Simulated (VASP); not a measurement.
Here is a VASP 6.6.1 calculation.

Contents of INCAR:

```
ALGO = Normal ; EDIFF = 1E-6
ENCUT = 520 ; GGA = PE
ISIF = 2 ; ISMEAR = -1
LASPH = T ; LCHARG = F
LREAL = F ; LWAVE = F
NBANDS = 12 ; NELM = 100
PREC = Accurate ; SIGMA = 0.1
```

KPOINTS

```
k-points
0
Gamma
  16 16 16
```

File POSCAR:

```
In
1.0
   -1.6104339924      1.6104339924      1.6104339924
    1.6104339924     -1.6104339924      1.6104339924
    1.6104339924      1.6104339924     -1.6104339924
In
1
Direct
    0.0000000000      0.0000000000      0.0000000000
```

Potentials or basis: VASP PAW PBE potentials, release 64 (In_d).

Launch:

```bash
$ cat potpaw_PBE.64/In_d/POTCAR > POTCAR
$ mpirun -np 1 vasp_std > vasp.out
```

Q: What does it give for the pressure?

A: 65.5 GPa.
